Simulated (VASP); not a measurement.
Write the native input for VASP 6.6.1 that does the following.

```yaml
Task: relaxation of cell and atoms
Functional: r2SCAN
Potentials_or_basis: VASP PAW PBE potentials, release 64 (Sn_d)
Cutoff: 600 eV
k_mesh: 21 × 21 × 18
Occupations: gaussian, width 0.1 eV
Spin: no spin polarisation
Dipole_correction: no
Further_INCAR_settings: ALGO = Normal; EDIFF = 1e-06; IBRION = 2; EDIFFG = -0.01; NSW = 100; ISIF = 3
```

Crystal: Sn.

```
CELL_PARAMETERS angstrom
3.20606 0.00000 0.00000
-1.60303 2.77653 0.00000
0.00000 0.00000 3.13386
ATOMIC_POSITIONS crystal
Sn 0.00000 0.00000 0.00000
```

This isn't the form of Sn at room conditions, which is tetragonal (white tin).

One way to write it, as run:

POSCAR

```
Sn
1.0
    3.2060643793      0.0000000000      0.0000000000
   -1.6030321897      2.7765331987      0.0000000000
    0.0000000000      0.0000000000      3.1338616367
Sn
1
Direct
    0.0000000000      0.0000000000      0.0000000000
```

INCAR.step1

```
PREC     = Accurate       # precision mode
ENCUT    = 600            # plane-wave cutoff, eV
ISMEAR   = 0              # smearing method
SIGMA    = 0.1            # smearing width, eV
LREAL    = False          # projectors in reciprocal space
LASPH    = True           # aspherical terms in the spheres
NELM     = 80             # most SCF steps
GGA      = PE             # functional
ALGO     = Normal         # electronic algorithm
EDIFF    = 1E-4           # SCF threshold, eV
LWAVE    = True           # write WAVECAR
LCHARG   = False          # write CHGCAR
```

INCAR.step2

```
PREC     = Accurate       # precision mode
ENCUT    = 600            # plane-wave cutoff, eV
EDIFF    = 1E-6           # SCF threshold, eV
ISMEAR   = 0              # smearing method
SIGMA    = 0.1            # smearing width, eV
LREAL    = False          # projectors in reciprocal space
LASPH    = True           # aspherical terms in the spheres
NELM     = 80             # most SCF steps
ALGO     = Normal         # electronic algorithm
ISIF     = 3              # what is computed and relaxed
LWAVE    = False          # write WAVECAR
LCHARG   = False          # write CHGCAR
METAGGA  = R2SCAN         # meta-GGA
LMIXTAU  = True         
IBRION   = 2              # ionic algorithm
NSW      = 100            # ionic steps
EDIFFG   = -0.01          # ionic threshold
ISTART   = 1
```

KPOINTS

```
Automatic mesh
0
Gamma
  21 21 18
```

Potentials or basis: VASP PAW PBE potentials, release 64 (Sn_d).

Run with:

```sh
$ cat potpaw_PBE.64/Sn_d/POTCAR > POTCAR
$ cp INCAR.step1 INCAR
$ mpirun -np 1 vasp_std > vasp.out
$ cp INCAR.step2 INCAR
$ mpirun -np 1 vasp_std > vasp.out
```

It gave:

```json
{"Relaxed volume": "27.55 Å³/atom", "Relaxed cell": "a = 3.239 Å, b = 3.239 Å, c = 3.033 Å, α = 90.00°, β = 90.00°, γ = 120.00°", "Space group after relaxing (to 0.1 Å)": "P6/mmm (No. 191)", "Energy gained by relaxing": "13.4 meV/atom", "Ionic steps": "6", "Pressure after relaxing": "0.0 GPa", "Band gap on the k mesh": "zero (bands 7 and 8 overlap by 8.79 eV)"}
```

Caveat: the PAW data sets were made with another functional, which shifts forces and pressure a little; spin-orbit coupling is left out, which moves the levels of the heavy elements.

It took 63 min on 1 thread of Oxide Virtual Turin-like Processor, on a shared host, peak memory 0.29 GiB.
